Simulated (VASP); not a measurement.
**TaN: single point with r2SCAN**

TaN:

```
CELL_PARAMETERS angstrom
4.93965 0.00000 0.00000
-2.46982 4.27786 0.00000
0.00000 0.00000 2.91036
ATOMIC_POSITIONS crystal
Ta 0.33333 0.66667 0.50000
Ta 0.66667 0.33333 0.50000
Ta 0.00000 0.00000 0.00000
N 0.39241 0.00000 0.00000
N 0.60759 0.60759 0.00000
N 0.00000 0.39241 0.00000
```

This cell differs from its parent crystal: strain -0.050 along x and y, +0.000 along z.

```json
{"Program": "VASP 6.6.1", "Task": "single point", "Functional": "r2SCAN", "Potentials or basis": "VASP PAW PBE potentials, release 64 (Ta_pv, N)", "Cutoff": "660 eV", "k mesh": "12 × 12 × 16", "Occupations": "gaussian, width 0.15 eV", "Spin": "no spin polarisation", "Dipole correction": "no", "Further INCAR settings": "ALGO = Normal; EDIFF = 1e-06; NBANDS = 33"}
```

```yaml
Pressure: 45.0 GPa
Largest_force: 1.048 eV/Å
Band_gap_on_the_k_mesh: zero (bands 24 and 25 overlap by 2.76 eV)
```

Forces on the atoms (eV/Å):
```
Ta   0.000  0.000  0.000
Ta   0.000  0.000  0.000
Ta   0.000  0.000  0.000
N    1.048  0.000  0.000
N   -0.524 -0.907  0.000
N   -0.524  0.907  0.000
```

Stress tensor (GPa, compression positive):
```
55.23  0.00  0.00
 0.00 55.23  0.00
 0.00  0.00 24.52
```

Levels at points of the mesh, in eV from the Fermi level:
| k point | band 22 | band 23 | band 24 | band 25 | band 26 | band 27 |
| --- | --- | --- | --- | --- | --- | --- |
| (0.00, 0.00, 0.00) | -4.15 | -1.72 | -1.07 | -1.07 | 0.17 | 0.17 |
| (0.50, 0.00, 0.00) | -4.18 | -3.10 | -3.01 | 1.13 | 1.94 | 2.35 |
| (0.00, 0.00, 0.50) | -3.38 | -3.38 | 1.33 | 2.48 | 2.48 | 3.04 |
| (0.50, 0.00, 0.50) | -3.90 | -2.55 | -1.00 | 0.55 | 1.85 | 3.46 |

Run time: 15 min on 1 thread of AMD EPYC 9R45 96-Core Processor (Zen 5) (shared host), peak memory 0.46 GiB.

Caveat: the cell differs from its parent crystal (strain -0.050 along x and y, +0.000 along z); the stress differs along the axes, from 25 to 55 GPa; the PAW data sets were made with another functional, which shifts forces and pressure a little; spin-orbit coupling is left out, which moves the levels of the heavy elements.
